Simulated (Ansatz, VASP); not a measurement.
# One calculation of Cu, two programs

```
CELL_PARAMETERS angstrom
0.00000 1.78813 1.78813
1.78813 0.00000 1.78813
1.78813 1.78813 0.00000
ATOMIC_POSITIONS crystal
Cu 0.00000 0.00000 0.00000
```

Alike in both runs: task single point; functional r2SCAN; k mesh 9 × 9 × 9; occupations fermi-dirac, width 0.1 eV; no spin polarisation.

|  | VASP | Ansatz |
| --- | --- | --- |
| version | VASP 6.6.1 | Ansatz 0.2.0 |
| potentials or method | VASP PAW PBE potentials, release 64 (Cu), cutoff 520 eV | plane waves (500 eV) with PAW, scalar-relativistic |
| valence electrons in the cell | 11 | 19 |

```tsv
	VASP	Ansatz	Ansatz less VASP
pressure (GPa)	0.5	0.0	-0.46
```

VASP's potentials were made for PBE, not for r2SCAN. The functional is the same, so the differences come from potentials, cutoffs and numerics. VASP's potentials hold 11 valence electrons a cell and Ansatz's 19, so a difference there can come from the potentials and not from the codes.
